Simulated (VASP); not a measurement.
A run of VASP 6.6.1 is set up as follows.

File INCAR:

```
PREC = Accurate ; ENCUT = 520
EDIFF = 1E-7 ; ISMEAR = 0
SIGMA = 0.05 ; LREAL = F
LASPH = T ; NELM = 60
ALGO = Normal ; ISIF = 2
LWAVE = F ; LCHARG = T
GGA = CA ; LELF = T
LVHAR = T ; NBANDS = 17
```

The input KPOINTS:

```
regular mesh
0
Gamma
  8 8 8
```

Contents of POSCAR:

```
SnSe
1.0
    0.0000000000      3.0100000000      3.0100000000
    3.0100000000      0.0000000000      3.0100000000
    3.0100000000      3.0100000000      0.0000000000
Sn Se
1 1
Direct
    0.0000000000      0.0000000000     -0.0469838393
    0.5000000000      0.5000000000      0.5000000000
```

Potentials or basis: VASP PAW LDA potentials, release 64 (Sn_d, Se).

Launch:

```console
$ cat potpaw_LDA.64/Sn_d/POTCAR potpaw_LDA.64/Se/POTCAR > POTCAR
$ mpirun -np 1 vasp_std > vasp.out
```

What does it give for the band gap on the k mesh?

0.55 eV, direct.

Estimate the pressure.

-2.7 GPa.

Estimate the largest force.

0.052 eV/Å.

Stress tensor (GPa, compression positive):
```
-2.52  0.28  0.00
 0.28 -2.52  0.00
 0.00  0.00 -3.06
```

Caveat: the cell differs from its parent crystal (atom 1 (Sn) moved by (-0.200, +0.000) A along [1 1 0] and z); spin-orbit coupling is left out, which moves the levels of the heavy elements. A k mesh can miss the band edges.
